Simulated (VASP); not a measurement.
Wanted: the native input for a VASP 6.6.1 run.

- Task: single point
- Functional: PBEsol
- Potentials or basis: VASP PAW PBE potentials, release 64 (Mn_pv, O)
- Cutoff: 520 eV
- k mesh: 11 × 11 × 6
- Occupations: fermi-dirac, width 0.05 eV
- Spin: collinear spin, ferromagnetic start
- Starting moments: [4.0, 0.0, 0.0] μB
- Dipole correction: no
- Further INCAR settings: ALGO = Normal; EDIFF = 1e-06; NBANDS = 24

The structure of MnO2 lies in POSCAR:

```
MnO2
1.0
    2.9126037410      0.0000000000      0.0000000000
   -1.4563018705      2.5223888309      0.0000000000
    0.0000000000      0.0000000000      4.6916199912
Mn O
1 2
Direct
    0.0000000000      0.0000000000      0.5000000000
    0.3333333333      0.6666666667      0.7062925700
    0.6666666667      0.3333333333      0.2937074300
```

One way to write it, as run:

INCAR

```
SYSTEM = MnO2
PREC     = Accurate       ! precision mode
ENCUT    = 520            ! plane-wave cutoff, eV
EDIFF    = 1E-6           ! SCF threshold, eV
ISMEAR   = -1             ! smearing method
SIGMA    = 0.05           ! smearing width, eV
LREAL    = .False.        ! projectors in reciprocal space
LASPH    = .True.         ! aspherical terms in the spheres
NELM     = 150            ! most SCF steps
ALGO     = Normal         ! electronic algorithm
ISIF     = 2              ! what is computed and relaxed
LWAVE    = .False.        ! write WAVECAR
LCHARG   = .False.        ! write CHGCAR
ISPIN    = 2              ! spin polarisation
MAGMOM   = 4 0 0          ! initial moments
LORBIT   = 11             ! projections on sites
LMAXMIX  = 4              ! l up to which the mixer works
GGA      = PS             ! functional
NBANDS   = 24             ! bands
```

KPOINTS

```
Automatic mesh
0
Gamma
  11 11 6
  0 0 0
```

Potentials or basis: VASP PAW PBE potentials, release 64 (Mn_pv, O).

Run with:

```sh
$ cat potpaw_PBE.64/Mn_pv/POTCAR potpaw_PBE.64/O/POTCAR > POTCAR
$ mpirun -np 1 vasp_std > vasp.out
```

It gave:

```yaml
Pressure: -11.3 GPa
Largest_force: 0.843 eV/Å
Band_gap_on_the_k_mesh: 0.91 eV (least direct gap 0.98 eV)
Net_moment: 3.00 μB per cell
Site_moments: Mn +2.89; O +0.01 μB
Valence_electrons_inside_the_program's_atomic_spheres: Mn 11.64; O 4.94
```

Caveat: the stress differs along the axes, from -13 to -7 GPa; the PAW data sets were made with another functional, which shifts forces and pressure a little; a cell with one magnetic atom can't hold antiferromagnetic order, which such compounds often take.

Run time: 110 s on 1 thread of Intel(R) Xeon(R) Platinum 8259CL CPU @ 2.50GHz (Skylake/Cascade Lake) (shared host), peak memory 0.23 GiB.
